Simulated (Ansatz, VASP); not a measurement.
# One calculation of BN, two programs

File POSCAR:

```
BN
1.0
    2.5585553649      0.0000000000      0.0000000000
   -1.2792776824      2.2157739430      0.0000000000
    0.0000000000      0.0000000000      8.4091843599
B N
4 4
Direct
    0.0000000000      0.0000000000      0.0933732173
    0.0000000000      0.0000000000      0.5933732173
    0.3333333333      0.6666666667      0.3440583362
    0.6666666667      0.3333333333      0.8440583362
    0.0000000000      0.0000000000      0.4067451358
    0.0000000000      0.0000000000      0.9067451358
    0.3333333333      0.6666666667      0.1558233107
    0.6666666667      0.3333333333      0.6558233107
```

File INCAR.step1:

```
SYSTEM = BN
PREC     = Accurate       ! precision mode
ENCUT    = 910            ! plane-wave cutoff, eV
ISMEAR   = 0              ! smearing method
SIGMA    = 0.02           ! smearing width, eV
LREAL    = .FALSE.        ! projectors in reciprocal space
LASPH    = .TRUE.         ! aspherical terms in the spheres
NELM     = 120            ! most SCF steps
NBANDS   = 26             ! bands
GGA      = PE             ! functional
ALGO     = Normal         ! electronic algorithm
EDIFF    = 1E-5           ! SCF threshold, eV
LWAVE    = .TRUE.         ! write WAVECAR
LCHARG   = .FALSE.        ! write CHGCAR
GGA_COMPAT= .FALSE.
```

Contents of INCAR.step2:

```
SYSTEM = BN
PREC     = Accurate       ! precision mode
ENCUT    = 910            ! plane-wave cutoff, eV
EDIFF    = 1E-6           ! SCF threshold, eV
ISMEAR   = 0              ! smearing method
SIGMA    = 0.02           ! smearing width, eV
LREAL    = .FALSE.        ! projectors in reciprocal space
LASPH    = .TRUE.         ! aspherical terms in the spheres
NELM     = 120            ! most SCF steps
ALGO     = Normal         ! electronic algorithm
ISIF     = 2              ! what is computed and relaxed
LWAVE    = .FALSE.        ! write WAVECAR
LCHARG   = .TRUE.         ! write CHGCAR
METAGGA  = R2SCAN         ! meta-GGA
LMIXTAU  = .TRUE.       
LELF     = .TRUE.         ! ELF
LVHAR    = .TRUE.       
NBANDS   = 26             ! bands
ISTART   = 1            
GGA_COMPAT= .FALSE.
```

The input KPOINTS:

```
regular mesh
0
G
  12 12 4
  0 0 0
```

Input for Ansatz:

```yaml
crystal:
  lattice:
    - [2.5585553649, 0.0, 0.0]
    - [-1.2792776824, 2.215773943, 0.0]
    - [0.0, 0.0, 8.4091843599]
  atoms:
    - { symbol: B, position: [0.0, 0.0, 0.0933732173] }
    - { symbol: B, position: [0.0, 0.0, 0.5933732173] }
    - { symbol: B, position: [0.3333333333, 0.6666666667, 0.3440583362] }
    - { symbol: B, position: [0.6666666667, 0.3333333333, 0.8440583362] }
    - { symbol: "N", position: [0.0, 0.0, 0.4067451358] }
    - { symbol: "N", position: [0.0, 0.0, 0.9067451358] }
    - { symbol: "N", position: [0.3333333333, 0.6666666667, 0.1558233107] }
    - { symbol: "N", position: [0.6666666667, 0.3333333333, 0.6558233107] }
basis:
  ecutwfc: 500
kpoints:
  mp_grid: { grid: [12, 12, 4] }
  band_path:
    path:
      - [[0.0, 0.0, 0.0], [0.5, 0.0, 0.0], [0.33333333, 0.33333333, 0.0], [0.0, 0.0, 0.0], [0.0, 0.0, 0.5], [0.5, 0.0, 0.5], [0.33333333, 0.33333333, 0.5], [0.0, 0.0, 0.5]]
      - [[0.5, 0.0, 0.5], [0.5, 0.0, 0.0]]
      - [[0.33333333, 0.33333333, 0.5], [0.33333333, 0.33333333, 0.0]]
    npoints: 14
hamiltonian:
  xc: r2scan
scf:
  occupations: { method: gaussian, width: 0.02 }
  n_extra_bands: 20
output:
  forces: true
  stress: true
  eigenvalues: true
  populations: true
  dos: { projected: true, de: 0.02, nscf_kmesh: { grid: [18, 18, 6] } }
  bader: true
```

Alike in both runs: task single point; functional r2SCAN; k mesh 12 × 12 × 4; occupations gaussian, width 0.02 eV; no spin polarisation.

```csv
,VASP,Ansatz
version,VASP 6.6.1,Ansatz 0.2.0
potentials or method,"VASP PAW PBE potentials, release 64 (B_h, N_h), cutoff 910 eV","scalar-relativistic, plane waves, PAW"
valence electrons in the cell,32,32
```

Ansatz gave:

| Property | Result |
| --- | --- |
| gap on the k mesh at the Fermi level (eV) | 6.05 |
| least direct gap on the mesh (eV) | 8.13 |
| rms of the force components (eV/Å) | 0.003 |

Problem. Which values does VASP return?

Solution. gap on the k mesh at the Fermi level (eV): 6.04; least direct gap on the mesh (eV): 8.12; rms of the force components (eV/Å): 0.004.

VASP's potentials were made for PBE, not for r2SCAN. Atom by atom the forces differ by 0.001 eV/Å (rms over components).

Noted on VASP's run: the cutoff is short for stress, so the pressure is rough.
